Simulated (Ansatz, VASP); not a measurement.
Two plane-wave programs on Ca

INCAR

```
  PREC = Accurate
  ENCUT = 520
  EDIFF = 1E-6
  ISMEAR = 1
  SIGMA = 0.1
  LREAL = F
  LASPH = T
  NELM = 100
  ALGO = Normal
  ISIF = 2
  LWAVE = F
  LCHARG = F
  GGA = PE
  NBANDS = 11
```

The input KPOINTS:

```
Automatic mesh
0
Gamma
  25 25 25
```

Contents of POSCAR:

```
Ca
1.0
    0.0000000000      2.7629864120      2.7629864120
    2.7629864120      0.0000000000      2.7629864120
    2.7629864120      2.7629864120      0.0000000000
Ca
1
Direct
    0.0000000000      0.0000000000      0.0000000000
```

Input for Ansatz:

```yaml
crystal:
  lattice:
    - [0.0, 2.762986412, 2.762986412]
    - [2.762986412, 0.0, 2.762986412]
    - [2.762986412, 2.762986412, 0.0]
  atoms:
    - { symbol: Ca, position: [0.0, 0.0, 0.0] }
kpoints:
  mp_grid: { grid: [25, 25, 25] }
scf:
  occupations: { method: cold, width: 0.1 }
hamiltonian:
  xc: pbe
  pseudopotentials: { kind: paw }
output:
  forces: true
  stress: true
  populations: false
```

Alike in both runs: task single point; functional PBE; k mesh 25 × 25 × 25; no spin polarisation.

|  | VASP | Ansatz |
| --- | --- | --- |
| version | VASP 6.6.1 | Ansatz 0.2.0 |
| potentials or method | VASP PAW PBE potentials, release 64 (Ca_sv) | plane-wave PAW, scalar-relativistic |
| plane-wave cutoff (eV) | 520 | 420 |
| occupations | methfessel-paxton of order 1, width 0.1 eV | cold, width 0.1 eV |
| valence electrons in the cell | 10 | 10 |

|  | VASP | Ansatz | Ansatz less VASP |
| --- | --- | --- | --- |
| pressure (GPa) | 0.0 | 0.0 | 0.00 |
